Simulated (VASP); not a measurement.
# SiO2 (R-3m) in VASP: a series of runs, part 2 of 2

VASP 6.6.1.

### Step 3. Single point, PBE (z stretched by +2 %, then relaxed in part)

INCAR reads:

```
SYSTEM = SiO2
ALGO = Normal
EDIFF = 1E-6
ENCUT = 520
GGA = PE
ISIF = 2
ISMEAR = -1
LASPH = .True.
LCHARG = .False.
LREAL = Auto
LWAVE = .False.
NBANDS = 120
NELM = 100
PREC = Accurate
SIGMA = 0.02
```

KPOINTS reads:

```
k-points
0
Gamma
  3 3 3
  0 0 0
```

POSCAR reads:

```
SiO2
1.0
    6.7984988707      3.9251151531      5.0442292508
   -6.7984988707      3.9251151531      5.0442292508
    0.0000000000     -7.8502303062      5.0442292508
Si O
12 24
Direct
    0.3329880606      0.1022146107      0.8710911248
    0.1022146107      0.8710911248      0.3329880606
    0.8710911248      0.3329880606      0.1022146107
    0.1289088752      0.8977853893      0.6670119394
    0.8977853893      0.6670119394      0.1289088752
    0.6670119394      0.1289088752      0.8977853893
    0.6670119394      0.8977853893      0.1289088752
    0.8977853893      0.1289088752      0.6670119394
    0.1289088752      0.6670119394      0.8977853893
    0.8710911248      0.1022146107      0.3329880606
    0.1022146107      0.3329880606      0.8710911248
    0.3329880606      0.8710911248      0.1022146107
    0.2691803961      0.0000000000      0.7308196039
    0.0000000000      0.7308196039      0.2691803961
    0.7308196039      0.2691803961      0.0000000000
    0.7308196039      0.0000000000      0.2691803961
    0.0000000000      0.2691803961      0.7308196039
    0.2691803961      0.7308196039      0.0000000000
    0.6830616172      0.9829362688      0.9829362688
    0.9829362688      0.9829362688      0.6830616172
    0.9829362688      0.6830616172      0.9829362688
    0.0170637312      0.0170637312      0.3169383828
    0.0170637312      0.3169383828      0.0170637312
    0.3169383828      0.0170637312      0.0170637312
    0.2473962005      0.8859608112      0.2473962005
    0.2473962005      0.2473962005      0.8859608112
    0.8859608112      0.2473962005      0.2473962005
    0.1140391888      0.7526037995      0.7526037995
    0.7526037995      0.1140391888      0.7526037995
    0.7526037995      0.7526037995      0.1140391888
    0.5000000000      0.8507036469      0.1492963531
    0.1492963531      0.5000000000      0.8507036469
    0.8507036469      0.1492963531      0.5000000000
    0.5000000000      0.1492963531      0.8507036469
    0.8507036469      0.5000000000      0.1492963531
    0.1492963531      0.8507036469      0.5000000000
```

Potentials or basis: VASP PAW PBE potentials, release 64 (Si, O).

Run with:

```sh
> cat potpaw_PBE.64/Si/POTCAR potpaw_PBE.64/O/POTCAR > POTCAR
> mpirun -np 1 vasp_std > vasp.out
```

OUTCAR:

```text
SYSTEM = SiO2
   EDIFF = 1E-6
   ENCUT = 520
   GGA = PE
   ISIF = 2
   ISMEAR = -1
   LASPH = .True.
   LREAL = Auto
   NELM = 100
   PREC = Accurate

 ion  position               nearest neighbor table
   1  0.333  0.102  0.871-  26 1.62  34 1.62  24 1.63  13 1.63   4 3.09   6 3.10  11 3.14  12 3.14

   2  0.102  0.871  0.333-  25 1.62  36 1.62  22 1.63  14 1.63   5 3.09   4 3.10  12 3.14  10 3.14

   3  0.871  0.333  0.102-  27 1.62  35 1.62  23 1.63  15 1.63   6 3.09   5 3.10  10 3.14  11 3.14
[... 41 lines left out ...]
  35  0.851  0.500  0.149-   3 1.62   5 1.62
  36  0.149  0.851  0.500-   2 1.62   4 1.62

[... 913 lines left out ...]
  Total        2.4461845      2.4461845      0.8448145      0.0000000     -0.0000000     -0.0000000
  in kB        4.8527542      4.8527542      1.6759476      0.0000000     -0.0000000     -0.0000000
  external PRESSURE =       3.7938187 kB  Pullay stress =       0.0000000 kB

 VOLUME and BASIS-vectors are now :
 -----------------------------------------------------------------------------
  energy-cutoff  :      520.00
  volume of cell :      807.63
      direct lattice vectors                 reciprocal lattice vectors
     6.798498871  3.925115153  5.044229251     0.073545647  0.042461599  0.066082114
    -6.798498871  3.925115153  5.044229251    -0.073545647  0.042461599  0.066082114
     0.000000000 -7.850230306  5.044229251     0.000000000 -0.084923199  0.066082114

 POSITION                                       TOTAL-FORCE (eV/Angst)
 -----------------------------------------------------------------------------------
      1.56891     -5.13005      6.58925        -0.015708      0.030456      0.032179
     -5.22721      1.20630      6.58925         0.034230     -0.001624      0.032179
      3.65829      3.92374      6.58925        -0.018521     -0.028832      0.032179
     -5.22721     -1.20630      8.54344         0.034230      0.001624     -0.032179
      1.56891      5.13005      8.54344        -0.015708     -0.030456     -0.032179
      3.65829     -3.92374      8.54344        -0.018521      0.028832     -0.032179
[... 28 lines left out ...]
      2.38426      4.12966      7.56634         0.008374      0.014505     -0.000000
     -4.76852      0.00000      7.56634        -0.016749     -0.000000     -0.000000
 -----------------------------------------------------------------------------------
    total drift:                               -0.000000     -0.000000      0.000000

  FREE ENERGIE OF THE ION-ELECTRON SYSTEM (eV)
  ---------------------------------------------------
  free  energy   TOTEN  =      -284.5326624944 eV

  energy  without entropy=     -284.5326624944  energy(sigma->0) =     -284.53266249
```

OSZICAR:

```text
N       E                     dE             d eps       ncg     rms          rms(c)
DAV:   1     0.164756631286E+04    0.16476E+04   -0.90652E+04  1480   0.138E+03
DAV:   2    -0.112566070103E+03   -0.17601E+04   -0.17089E+04  1856   0.339E+02
DAV:   3    -0.318998009669E+03   -0.20643E+03   -0.20560E+03  1696   0.124E+02
[... 13 lines left out ...]
DAV:  17    -0.284532637720E+03   -0.33724E-04   -0.66262E-06  1608   0.107E-02    0.634E-03
DAV:  18    -0.284532649972E+03   -0.12252E-04   -0.45856E-06  1472   0.735E-03    0.291E-03
DAV:  19    -0.284532659799E+03   -0.98272E-05   -0.13058E-06  1088   0.391E-03    0.118E-03
DAV:  20    -0.284532662166E+03   -0.23670E-05   -0.39489E-07  1072   0.205E-03    0.861E-04
DAV:  21    -0.284532662494E+03   -0.32812E-06   -0.20656E-07  1096   0.163E-03
   1 F= -.28453266E+03 E0= -.28453266E+03  d E =-.751824E-11
```

It took 28 min on 1 thread of Intel Xeon Platinum 8259CL at 2.50GHz (Skylake/Cascade Lake), shared host; peak memory 0.87 GiB.

What came out:

* Free energy: -284.5327 eV
* Pressure: 0.4 GPa
* Largest force: 0.047 eV/Å
* Band gap on the k mesh: 5.74 eV

Forces on the atoms (eV/Å):
```
Si  -0.016  0.030  0.032
Si   0.034 -0.002  0.032
Si  -0.019 -0.029  0.032
Si   0.034  0.002 -0.032
Si  -0.016 -0.030 -0.032
Si  -0.019  0.029 -0.032
Si   0.016 -0.030 -0.032
Si  -0.034  0.002 -0.032
Si   0.019  0.029 -0.032
Si  -0.034 -0.002  0.032
Si   0.016  0.030  0.032
Si   0.019 -0.029  0.032
O   -0.005 -0.008  0.000
O   -0.005  0.008  0.000
O    0.009  0.000  0.000
O    0.005  0.008  0.000
O    0.005 -0.008  0.000
O   -0.009  0.000  0.000
O   -0.008 -0.005  0.009
O    0.000  0.009  0.009
O    0.008 -0.005  0.009
O    0.000 -0.009 -0.009
O   -0.008  0.005 -0.009
O    0.008  0.005 -0.009
O   -0.009  0.005 -0.016
O    0.000 -0.010 -0.016
O    0.009  0.005 -0.016
O   -0.009 -0.005  0.016
O    0.009 -0.005  0.016
O    0.000  0.010  0.016
O   -0.008  0.015  0.000
O   -0.008 -0.015  0.000
O    0.017  0.000  0.000
O    0.008 -0.015  0.000
O    0.008  0.015  0.000
O   -0.017  0.000  0.000
```

Stress tensor (GPa, compression positive):
```
0.49 0.00 0.00
0.00 0.49 0.00
0.00 0.00 0.17
```

Caveat: the cell differs from its parent crystal (z stretched by +2 %, then relaxed in part); an odd mesh through Γ misses points on the zone boundary, where band edges can lie.
